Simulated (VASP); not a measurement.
# CaI (P-6m2) in VASP: a series of runs, part 2 of 2

VASP 6.6.1. The steps go on from the part before.

## Step 3: Single point, PBE

INCAR reads:

```
ALGO = Normal
EDIFF = 1E-6
ENCUT = 520
GGA = PE
ISIF = 2
ISMEAR = 0
LASPH = T
LCHARG = F
LREAL = F
LWAVE = F
NBANDS = 16
NELM = 80
PREC = Accurate
SIGMA = 0.2
```

KPOINTS reads:

```
k-points
0
Gamma
  8 8 6
```

POSCAR reads:

```
CaI
1.0
    4.1468200000      0.0000000000      0.0000000000
   -2.0734100000      3.5912520000      0.0000000000
    0.0000000000      0.0000000000      4.5762290000
Ca I
1 1
Direct
    0.0000000000      0.0000000000      0.5000000000
    0.6666666667      0.3333333333      0.0000000000
```

Potentials or basis: VASP PAW PBE potentials, release 64 (Ca_sv, I).

The run is started by

```sh
cat potpaw_PBE.64/Ca_sv/POTCAR potpaw_PBE.64/I/POTCAR > POTCAR
mpirun -np 1 vasp_std > vasp.out
```

OUTCAR:

```text
EDIFF = 1E-6
   ENCUT = 520
   GGA = PE
   ISIF = 2
   ISMEAR = 0
   LASPH = T
   LREAL = F
   NELM = 80
   PREC = Accurate

 ion  position               nearest neighbor table
   1  0.000  0.000  0.500-   2 3.31   2 3.31   2 3.31   2 3.31   2 3.31   2 3.31
   2  0.667  0.333  0.000-   1 3.31   1 3.31   1 3.31   1 3.31   1 3.31   1 3.31

  LATTYP: Found a hexagonal cell.
 ALAT       =     4.1468200000
 C/A-ratio  =     1.1035513960

  Lattice vectors:

 A1 = (   4.1468200000,   0.0000000000,   0.0000000000)
 A2 = (  -2.0734100000,   3.5912520000,   0.0000000000)
 A3 = (   0.0000000000,   0.0000000000,   4.5762290000)

Analysis of symmetry for initial positions (statically):
=====================================================================
 Subroutine PRICEL returns:
 Original cell was already a primitive cell.

 Routine SETGRP: Setting up the symmetry group for a
 hexagonal supercell.

 Subroutine GETGRP returns: Found 12 space group operations
 (whereof 12 operations were pure point group operations)
 out of a pool of 24 trial point group operations.

The static configuration has the point symmetry D_3h.

Analysis of symmetry for dynamics (positions and initial velocities):
=====================================================================
 Subroutine PRICEL returns:
 Original cell was already a primitive cell.

 Routine SETGRP: Setting up the symmetry group for a
 hexagonal supercell.

 Subroutine GETGRP returns: Found 12 space group operations
 (whereof 12 operations were pure point group operations)
 out of a pool of 24 trial point group operations.

The dynamic configuration has the point symmetry D_3h.

 Subroutine INISYM returns: Found 12 space group operations
 (whereof 12 operations are pure point group operations),
 and found     1 'primitive' translations

----------------------------------------------------------------------------------------

                                     Primitive cell

[... 110 lines left out ...]
     AMIX_MAG =   1.60;   BMIX_MAG =  1.00
  volume/ion in A,a.u.               =      34.08       229.95
  Fermi-wavevector in a.u.,A,eV,Ry     =   1.030548  1.947453 14.449783  1.062029
  Thomas-Fermi vector in A             =   2.164652
   LORBIT       =      0    0 simple, 1 ext, 2 COOP (PROOUT), +10 PAW based schemes
   GGA     = PE    functional components
   LHFCALC =     F    Hartree Fock is set to
   AEXX    =    0.0000 exact exchange contribution
   IVDW    =     0    specifies the selected vdW correction
   LEPSILON=     F    determine dielectric tensor
   LRPA    =     F    only Hartree local field effects (RPA)
 non-spin polarized calculation
 Gauss-broadening in eV      SIGMA  =   0.20
  energy-cutoff  :      520.00
  volume of cell :       68.15
 maximum number of plane-waves:      1871
 NGX is ok and might be reduce to    32
   NGX = 15   NGY = 15   NGZ = 17

 number of electron      17.0000000 magnetization

 Free energy of the ion-electron system (eV)
  ---------------------------------------------------
  ext. energy  EPLUGINS =         0.00000000
  ---------------------------------------------------
  free energy    TOTEN  =        -5.42207866 eV

  energy without entropy =       -5.37312083  energy(sigma->0) =       -5.39759975

 E-fermi :   5.5914     XC(G=0):  -8.6941

 val. band max:        5.5459180087   @ k =   0.3750  -0.0000   0.1667
 cond. band min:       5.6105235261   @ k =   0.2500   0.1250   0.3333
 fundamental gap:      0.0646055174
 Fermi energy:         5.5913896149

 k-point     1 :       0.0000    0.0000    0.0000
  band No.  band energies     occupation
      1     -36.8357      2.00000
      2     -17.9000      2.00000
      3     -17.8052      2.00000
      4     -17.8052      2.00000
      5      -9.5365      2.00000
      6       0.7866      2.00000
[... 433 lines left out ...]
      3     -17.8598      2.00000
      4     -17.8168      2.00000
      5      -9.0580      2.00000
      6      -0.2520      2.00000
[... 8 lines left out ...]
     15       9.7593      0.00000
     16      10.8195      0.00000

 [... further k-points ...]

------------------------ aborting loop because EDIFF is reached ----------------------------------------

  FORCE on cell =-STRESS in cart. coord.  units (eV):
  Direction    XX          YY          ZZ          XY          YZ          ZX
  --------------------------------------------------------------------------------------
  -------------------------------------------------------------------------------------
  Total       -0.0666983     -0.0666984      0.1204439      0.0000000      0.0000000     -0.0000000
  in kB       -1.5680386     -1.5680391      2.8315642      0.0000000      0.0000000     -0.0000000
  external PRESSURE =      -0.1015045 kB  Pullay stress =       0.0000000 kB

 VOLUME and BASIS-vectors are now :
 -----------------------------------------------------------------------------
  energy-cutoff  :      520.00
  volume of cell :       68.15
      direct lattice vectors                 reciprocal lattice vectors
     4.146820000  0.000000000  0.000000000     0.241148639  0.139227211  0.000000000
    -2.073410000  3.591252000  0.000000000     0.000000000  0.278454422  0.000000000
     0.000000000  0.000000000  4.576229000     0.000000000  0.000000000  0.218520533

 POSITION                                       TOTAL-FORCE (eV/Angst)
 -----------------------------------------------------------------------------------
      0.00000      0.00000      2.28811        -0.000000      0.000000      0.000000
      2.07341      1.19708      0.00000         0.000000      0.000000      0.000000
 -----------------------------------------------------------------------------------
    total drift:                               -0.000000     -0.000002      0.000000

  FREE ENERGIE OF THE ION-ELECTRON SYSTEM (eV)
  ---------------------------------------------------
  free  energy   TOTEN  =        -5.4220786604 eV

  energy  without entropy=       -5.3731208309  energy(sigma->0) =       -5.39759975
```

OSZICAR:

```text
N       E                     dE             d eps       ncg     rms          rms(c)
DAV:   1     0.116682879777E+03    0.11668E+03   -0.74747E+03  1280   0.900E+02
DAV:   2     0.148425665454E+01   -0.11520E+03   -0.11072E+03  1600   0.242E+02
DAV:   3    -0.535837978147E+01   -0.68426E+01   -0.67945E+01  2432   0.489E+01
DAV:   4    -0.546508319391E+01   -0.10670E+00   -0.10663E+00  1432   0.619E+00
DAV:   5    -0.546856016989E+01   -0.34770E-02   -0.34766E-02  2128   0.847E-01    0.430E+00
DAV:   6    -0.542070068188E+01    0.47859E-01   -0.99389E-02  1624   0.233E+00    0.273E+00
DAV:   7    -0.542285827334E+01   -0.21576E-02   -0.63216E-02  1680   0.203E+00    0.506E-01
DAV:   8    -0.542195423199E+01    0.90404E-03   -0.76628E-03  1536   0.758E-01    0.832E-02
DAV:   9    -0.542205746938E+01   -0.10324E-03   -0.59070E-04  1984   0.158E-01    0.352E-02
DAV:  10    -0.542207029848E+01   -0.12829E-04   -0.50349E-05  1448   0.579E-02    0.120E-02
DAV:  11    -0.542207829535E+01   -0.79969E-05   -0.95586E-06  1576   0.231E-02    0.423E-03
DAV:  12    -0.542207866037E+01   -0.36503E-06   -0.66964E-07  1040   0.516E-03
   1 F= -.54220787E+01 E0= -.53975997E+01  d E =-.489578E-01
```

stdout:

```text
POSCAR found type information on POSCAR CaI
 POSCAR found :  2 types and       2 ions
 scaLAPACK will be used
 LDA part: xc-table for (Slater+PW92), standard interpolation
 POSCAR, INCAR and KPOINTS ok, starting setup
 FFT: planning ... GRIDC
 FFT: planning ... GRID_SOFT
 FFT: planning ... GRID
 WAVECAR not read
 entering main loop
```

Run time: 21 s. Hardware: 1 thread of Intel Xeon Platinum 8559C (Emerald Rapids), shared host; peak memory 0.19 GiB.

Results:

```yaml
Free_energy: -5.4221 eV
Pressure: 0.0 GPa
```

Stress tensor (GPa, compression positive):
```
-0.16  0.00  0.00
 0.00 -0.16  0.00
 0.00  0.00  0.28
```

Caveat: spin-orbit coupling is left out, which moves the levels of the heavy elements; an odd number of electrons without spin polarisation forces a metal; a magnetic or distorted state may lie lower.

## Step 4: Single point, PBE

INCAR reads:

```
SYSTEM = CaI
ALGO     = Normal         ! electronic algorithm
EDIFF    = 1E-6           ! SCF threshold, eV
ENCUT    = 520            ! plane-wave cutoff, eV
GGA      = PE             ! functional
ISIF     = 2              ! what is computed and relaxed
ISMEAR   = 0              ! smearing method
LASPH    = .TRUE.         ! aspherical terms in the spheres
LCHARG   = .TRUE.         ! write CHGCAR
LELF     = .TRUE.         ! ELF
LREAL    = .FALSE.        ! projectors in reciprocal space
LVHAR    = .TRUE.       
LWAVE    = .FALSE.        ! write WAVECAR
NBANDS   = 16             ! bands
NELM     = 60             ! most SCF steps
PREC     = Accurate       ! precision mode
SIGMA    = 0.1            ! smearing width, eV
```

KPOINTS reads:

```
k-points
0
G
  8 8 6
  0 0 0
```

POSCAR is that of step 3.

The run is started by

```sh
cat potpaw_PBE.64/Ca_sv/POTCAR potpaw_PBE.64/I/POTCAR > POTCAR
mpirun -np 1 vasp_std > vasp.out
```

It took 21 s on 1 thread of Intel Xeon Platinum 8559C (Emerald Rapids), shared host; peak memory 0.2 GiB.

The run converged. Its results:

```
Free energy : -5.4037 eV
Pressure    : 0.0 GPa
```

Stress tensor (GPa, compression positive):
```
-0.22  0.00  0.00
 0.00 -0.22  0.00
 0.00  0.00  0.31
```

Levels at points of the mesh, in eV from the Fermi level:
```tsv
k point	band 5	band 6	band 7	band 8	band 9	band 10	band 11	band 12	band 13	band 14
(0.00, 0.00, 0.00)	-15.12	-4.80	-3.65	-3.65	-1.45	0.63	2.24	2.24	2.45	2.45
(0.50, 0.00, 0.00)	-14.63	-6.38	-4.64	-4.14	-0.13	1.12	2.00	2.17	2.91	3.25
(0.00, 0.00, 0.50)	-14.91	-6.57	-3.53	-3.53	1.41	1.49	1.49	2.21	2.21	2.26
(0.50, 0.00, 0.50)	-14.57	-5.97	-5.60	-4.27	-0.53	1.68	2.31	3.19	3.43	3.57
```

Caveat: spin-orbit coupling is left out, which moves the levels of the heavy elements; an odd number of electrons without spin polarisation forces a metal; a magnetic or distorted state may lie lower.

## Step 5: Single point, PBE

INCAR reads:

```
SYSTEM = CaI
PREC = Accurate ; ENCUT = 520
EDIFF = 1E-7 ; ISMEAR = 0
SIGMA = 0.05 ; LREAL = .FALSE.
LASPH = .TRUE. ; NELM = 80
ALGO = Normal ; ISIF = 2
LWAVE = .FALSE. ; LCHARG = .FALSE.
GGA = PE ; NBANDS = 16
```

KPOINTS reads:

```
regular mesh
0
G
  8 8 6
  0 0 0
```

POSCAR is that of step 4.

The run is started by

```sh
cat potpaw_PBE.64/Ca_sv/POTCAR potpaw_PBE.64/I/POTCAR > POTCAR
mpirun -np 1 vasp_std > vasp.out
```

Run time: 20 s. Hardware: 1 thread of Intel Xeon Platinum 8559C (Emerald Rapids), shared host; peak memory 0.2 GiB.

Results (log left out):

* Free energy: -5.3995 eV
* Pressure: -0.1 GPa

Stress tensor (GPa, compression positive):
```
-0.24  0.00  0.00
 0.00 -0.24  0.00
 0.00  0.00  0.25
```

Levels at points of the mesh, in eV from the Fermi level:
| k point | band 6 | band 7 | band 8 | band 9 | band 10 | band 11 | band 12 | band 13 |
| --- | --- | --- | --- | --- | --- | --- | --- | --- |
| (0.00, 0.00, 0.00) | -4.80 | -3.65 | -3.65 | -1.45 | 0.63 | 2.24 | 2.24 | 2.45 |
| (0.50, 0.00, 0.00) | -6.39 | -4.64 | -4.14 | -0.13 | 1.12 | 1.99 | 2.17 | 2.91 |
| (0.00, 0.00, 0.50) | -6.57 | -3.54 | -3.54 | 1.41 | 1.48 | 1.48 | 2.21 | 2.21 |
| (0.50, 0.00, 0.50) | -5.97 | -5.60 | -4.28 | -0.53 | 1.67 | 2.31 | 3.18 | 3.43 |

Caveat: spin-orbit coupling is left out, which moves the levels of the heavy elements; an odd number of electrons without spin polarisation forces a metal; a magnetic or distorted state may lie lower.

## Step 6: The runs side by side

| smearing | gap on the mesh (eV) | pressure (GPa) |
| --- | --- | --- |
| gaussian 0.3 eV | none | 0.0 |
| gaussian 0.2 eV | none | 0.0 |
| gaussian 0.1 eV | none | 0.0 |
| gaussian 0.05 eV | none | -0.1 |

Alike in all rows: task single point; level PBE; potentials or basis VASP PAW PBE potentials, release 64 (Ca_sv, I); no spin polarisation; cell as given; k mesh 8 × 8 × 6; cutoff (eV) 520.

Every run on the cell as given and a fine mesh finds a metal.

Caveats: spin-orbit coupling is left out, which moves the levels of the heavy elements; an odd number of electrons without spin polarisation forces a metal; a magnetic or distorted state may lie lower.

Absolute energies hang on the potentials; compare differences alone.
